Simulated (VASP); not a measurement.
Here is a VASP 6.6.1 calculation.

The input POSCAR:

```
ZrB2
1.0
    3.1876796505      0.0000000000      0.0000000000
   -1.5938398252      2.7606115564      0.0000000000
    0.0000000000      0.0000000000      3.5612090189
Zr B
1 2
Direct
    0.0000000000      0.0000000000      0.0000000000
    0.3333333333      0.6666666667      0.5000000000
    0.6666666667      0.3333333333      0.5000000000
```

File INCAR.step1:

```
PREC = Accurate
ENCUT = 600
ISMEAR = 0
SIGMA = 0.05
LREAL = F
LASPH = T
NELM = 80
GGA = PE
ALGO = Normal
EDIFF = 1E-4
LWAVE = T
LCHARG = F
```

The input INCAR.step2:

```
PREC = Accurate
ENCUT = 600
EDIFF = 1E-7
ISMEAR = 0
SIGMA = 0.05
LREAL = F
LASPH = T
NELM = 80
ALGO = Normal
ISIF = 4
LWAVE = F
LCHARG = F
METAGGA = R2SCAN
LMIXTAU = T
LUSE_VDW = T
IVDW_NL = 2
BPARAM = 11.95
CPARAM = 0.0093
IBRION = 2
NSW = 60
EDIFFG = -0.01
ISTART = 1
```

KPOINTS

```
Automatic mesh
0
Gamma
  8 8 8
```

Potentials or basis: VASP PAW PBE potentials, release 64 (Zr_sv, B).

Run with:

```bash
$ cat potpaw_PBE.64/Zr_sv/POTCAR potpaw_PBE.64/B/POTCAR > POTCAR
$ cp INCAR.step1 INCAR
$ mpirun -np 1 vasp_std > vasp.out
$ cp INCAR.step2 INCAR
$ mpirun -np 1 vasp_std > vasp.out
```

**Question.** What does it give for the band gap on the k mesh?

**Answer.** Zero (bands 9 and 10 overlap by 0.67 eV).

Final structure:
```cif
data_structure
_symmetry_space_group_name_H-M 'P 1'
_symmetry_Int_Tables_number 1
_cell_length_a 3.1859
_cell_length_b 3.1859
_cell_length_c 3.5651
_cell_angle_alpha 90.000
_cell_angle_beta 90.000
_cell_angle_gamma 120.000
_cell_volume 31.34
loop_
_atom_site_label
_atom_site_type_symbol
_atom_site_fract_x
_atom_site_fract_y
_atom_site_fract_z
_atom_site_occupancy
Zr1 Zr 0.00000 0.00000 0.00000 1
B1 B 0.33333 0.66667 0.50000 1
B2 B 0.66667 0.33333 0.50000 1
```
